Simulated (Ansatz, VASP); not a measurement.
Ca in VASP and in Ansatz

```
Ca
1.0
     0.00000    2.78584    2.78584
     2.78584    0.00000    2.78584
     2.78584    2.78584    0.00000
Ca
1
Direct
  0.00000 0.00000 0.00000
```

Alike in both runs: task single point; functional PBE; k mesh 6 × 6 × 6; occupations gaussian, width 0.05 eV; no spin polarisation.

```csv
,VASP,Ansatz
version,VASP 6.6.1,Ansatz 0.2.0
potentials or method,"VASP PAW PBE potentials, release 64 (Ca_sv), cutoff 520 eV","scalar-relativistic, plane waves, PAW"
valence electrons in the cell,10,10
```

|  | VASP | Ansatz | Ansatz less VASP |
| --- | --- | --- | --- |
| gap on the k mesh at the Fermi level (eV) | none | none | - |
| pressure (GPa) | -0.6 | -0.6 | 0.00 |

A gap of «none» marks a metal or a gap that the smearing closes. With one functional, cell and mesh, what is left measures potentials, basis and numerics.
